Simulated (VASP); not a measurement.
ZnS:

```
Zn S
1.0
     0.00000    2.70200    2.70200
     2.70200    0.00000    2.70200
     2.70200    2.70200    0.00000
Zn S
1 1
Direct
  0.25000 0.25000 0.25000
  0.00000 0.00000 0.00000
```

* Program: VASP 6.6.1
* Task: relaxation of cell and atoms
* Functional: PBEsol
* Potentials or basis: VASP PAW PBE potentials, release 64 (Zn, S)
* Cutoff: 600 eV
* k mesh: 8 × 8 × 8
* Occupations: methfessel-paxton, width 0.02 eV
* Spin: no spin polarisation

At the start: pressure -1.7 GPa; volume 19.73 Å³/atom.

Problem. How do energy, volume and symmetry change on relaxing?

Solution. Over 3 steps the energy falls by 2.7 meV/atom and the volume is 19.26 Å³/atom (-2.4 %); space group F-43m (No. 216, to 0.05 Å).

Step by step:
```
step  energy change (eV)  largest force (eV/Å)  pressure (GPa)  volume (Å³)
   1              0.0000                0.0000           -1.72        39.45
   2             -0.0049                0.0000            0.58        38.26
   3             -0.0053                0.0000           -0.03        38.51
```

Final structure:
```yaml
crystal:
  lattice:
    - [0.00000, 2.68033, 2.68033]
    - [2.68033, 0.00000, 2.68033]
    - [2.68033, 2.68033, 0.00000]
  atoms:
    - { symbol: Zn, position: [0.25000, 0.25000, 0.25000] }
    - { symbol: S, position: [0.00000, 0.00000, 0.00000] }
```

Caveat: the PAW data sets were made with another functional, which shifts forces and pressure a little.
